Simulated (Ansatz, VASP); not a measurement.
# PbSe in VASP and in Ansatz

```xyz
2
Lattice="0.0000 3.0621 2.9703 3.0621 0.0000 2.9703 3.0621 3.0621 0.0000" Properties=species:S:1:pos:R:3 pbc="T T T"
Pb    0.0000    0.0000    0.0000
Se    3.0621    3.0621    2.9703
```

Change from the starting cell: zz strain of -3 %, crystal datasets.

Alike in both runs: task electric field gradients; functional PBE; k mesh 9 × 9 × 9; occupations fermi-dirac, width 0.01 eV; no spin polarisation.

```csv
,VASP,Ansatz
version,VASP 6.6.1,Ansatz 0.2.0
potentials or method,"VASP PAW PBE potentials, release 64 (Pb_d, Se), cutoff 520 eV","all-electron PAW with datasets made for the crystal, scalar-relativistic"
```

Ansatz gave:

* gap on the k mesh at the Fermi level (eV): 0.64
* pressure (GPa): 4.3
* traceless stress, the component that is largest in VASP (GPa): 3.13
* size of Vzz on the site where it differs most (V/Å²): 105.7

**Question.** Which values does VASP return?

**Answer.** gap on the k mesh at the Fermi level (eV): 0.64; pressure (GPa): 4.3; traceless stress, the component that is largest in VASP (GPa): 3.14; size of Vzz on the site where it differs most (V/Å²): 98.4.

Ansatz ran all-electron here, and VASP with PAW potentials.

Spin-orbit coupling is off throughout.
